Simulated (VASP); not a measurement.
Write the native input for VASP 6.6.1 that does the following.

* Task: single point
* Functional: r2SCAN
* Potentials or basis: VASP PAW PBE potentials, release 64 (Au)
* Cutoff: 440 eV
* k mesh: 12 × 9 × 1
* Occupations: fermi-dirac, width 0.1 eV
* Spin: no spin polarisation
* Dipole correction: yes
* Further INCAR settings: ALGO = Normal; EDIFF = 1e-06; NBANDS = 36

The system is Au, a slab with vacuum.

```xyz
5
Lattice="2.9163 0.0000 0.0000 0.0000 4.1243 0.0000 0.0000 0.0000 18.6472" Properties=species:S:1:pos:R:3 pbc="T T T"
Au    0.0000    0.0000    6.5000
Au    1.4582    2.0622    7.7830
Au    0.0000    0.0000    9.3236
Au    1.4582    2.0622   10.8642
Au    0.0000    0.0000   12.1472
```

One way to write it, as run:

POSCAR

```
Au
1.0
    2.9163208009      0.0000000000      0.0000000000
    0.0000000000      4.1243004289      0.0000000000
    0.0000000000      0.0000000000     18.6472000000
Au
5
Direct
    0.0000000000      0.0000000000      0.3485766690
    0.5000000000      0.5000000000      0.4173805359
    0.0000000000      0.0000000000      0.5000000012
    0.5000000000      0.5000000000      0.5826194688
    0.0000000000      0.0000000000      0.6514233310
```

INCAR.step1

```
ALGO = Normal
DIPOL = 0.5 0.5 0.500
EDIFF = 1E-5
ENCUT = 440
GGA = PE
GGA_COMPAT = False
IDIPOL = 3
ISMEAR = -1
LASPH = True
LCHARG = False
LDIPOL = True
LREAL = False
LWAVE = True
NBANDS = 36
NELM = 120
NELMDL = -8
PREC = Accurate
SIGMA = 0.1
```

INCAR.step2

```
ALGO = Normal
DIPOL = 0.5 0.5 0.500
EDIFF = 1E-6
ENCUT = 440
GGA_COMPAT = False
IDIPOL = 3
ISIF = 2
ISMEAR = -1
ISTART = 1
LASPH = True
LCHARG = False
LDIPOL = True
LMIXTAU = True
LREAL = False
LWAVE = False
METAGGA = R2SCAN
NBANDS = 36
NELM = 120
PREC = Accurate
SIGMA = 0.1
```

KPOINTS

```
k-points
0
Gamma
  12 9 1
```

Potentials or basis: VASP PAW PBE potentials, release 64 (Au).

Command:

```console
$ cat potpaw_PBE.64/Au/POTCAR > POTCAR
$ cp INCAR.step1 INCAR
$ mpirun -np 1 vasp_std > vasp.out
$ cp INCAR.step2 INCAR
$ mpirun -np 1 vasp_std > vasp.out
```

It gave:

```
Largest force          : 0.023 eV/Å
Band gap on the k mesh : zero (an odd number of electrons rules out a gap without spin polarisation)
```

Caveat: the PAW data sets were made with another functional, which shifts forces and pressure a little; spin-orbit coupling is left out, which moves the levels of the heavy elements.

It took 9.8 min on 1 thread of Oxide Virtual Turin-like Processor (shared host), peak memory 0.34 GiB.
